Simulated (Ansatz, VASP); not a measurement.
**C: VASP beside Ansatz**

Contents of POSCAR:

```
C
1.0
    0.0000000000      1.6911346216      1.8691487922
    1.6911346216      0.0000000000      1.8691487922
    1.6911346216      1.6911346216      0.0000000000
C
2
Direct
    0.5000000000      0.5000000000      0.5000000000
    0.7500000000      0.7500000000      0.7500000000
```

File INCAR.step1:

```
SYSTEM = C
ALGO     = Normal         ! electronic algorithm
EDIFF    = 1E-4           ! SCF threshold, eV
ENCUT    = 520            ! plane-wave cutoff, eV
GGA      = PE             ! functional
ISMEAR   = 0              ! smearing method
LASPH    = .TRUE.         ! aspherical terms in the spheres
LCHARG   = .FALSE.        ! write CHGCAR
LREAL    = .FALSE.        ! projectors in reciprocal space
LWAVE    = .TRUE.         ! write WAVECAR
NBANDS   = 11             ! bands
NELM     = 100            ! most SCF steps
PREC     = Accurate       ! precision mode
SIGMA    = 0.05           ! smearing width, eV
```

Contents of INCAR.step2:

```
SYSTEM = C
ALGO     = Normal         ! electronic algorithm
EDIFF    = 1E-7           ! SCF threshold, eV
ENCUT    = 520            ! plane-wave cutoff, eV
ISIF     = 2              ! what is computed and relaxed
ISMEAR   = 0              ! smearing method
ISTART   = 1            
LASPH    = .TRUE.         ! aspherical terms in the spheres
LCHARG   = .FALSE.        ! write CHGCAR
LMIXTAU  = .TRUE.       
LREAL    = .FALSE.        ! projectors in reciprocal space
LWAVE    = .FALSE.        ! write WAVECAR
METAGGA  = R2SCAN         ! meta-GGA
NBANDS   = 11             ! bands
NELM     = 100            ! most SCF steps
PREC     = Accurate       ! precision mode
SIGMA    = 0.05           ! smearing width, eV
```

File KPOINTS:

```
k-points
0
G
  12 12 12
  0 0 0
```

Input for Ansatz:

```yaml
crystal:
  lattice:
    - [0.0, 1.6911346216, 1.8691487922]
    - [1.6911346216, 0.0, 1.8691487922]
    - [1.6911346216, 1.6911346216, 0.0]
  atoms:
    - { symbol: C, position: [0.5, 0.5, 0.5] }
    - { symbol: C, position: [0.75, 0.75, 0.75] }
basis:
  ecutwfc: 500
kpoints:
  mp_grid: { grid: [12, 12, 12] }
hamiltonian:
  xc: r2scan
scf:
  occupations: { method: gaussian, width: 0.05 }
output:
  forces: true
  stress: true
  eigenvalues: true
```

Change from the starting cell: strain -0.050 along x and y, +0.050 along z, atoms carried along.

Alike in both runs: task single point; functional r2SCAN; k mesh 12 × 12 × 12; occupations gaussian, width 0.05 eV; no spin polarisation.

```csv
,VASP,Ansatz
version,VASP 6.6.1,Ansatz 0.2.0
potentials or method,"VASP PAW PBE potentials, release 64 (C), cutoff 520 eV","scalar-relativistic, plane waves, PAW"
valence electrons in the cell,8,8
```

```csv
,VASP,Ansatz,Ansatz less VASP
gap on the k mesh at the Fermi level (eV),3.12,3.15,+0.032
least direct gap on the mesh (eV),5.03,5.08,+0.049
pressure (GPa),28.4,27.1,-1.34
"traceless stress, the component that is largest in VASP (GPa)",-77.19,-77.35,-0.158
```

VASP's potentials were made for PBE, not for r2SCAN.
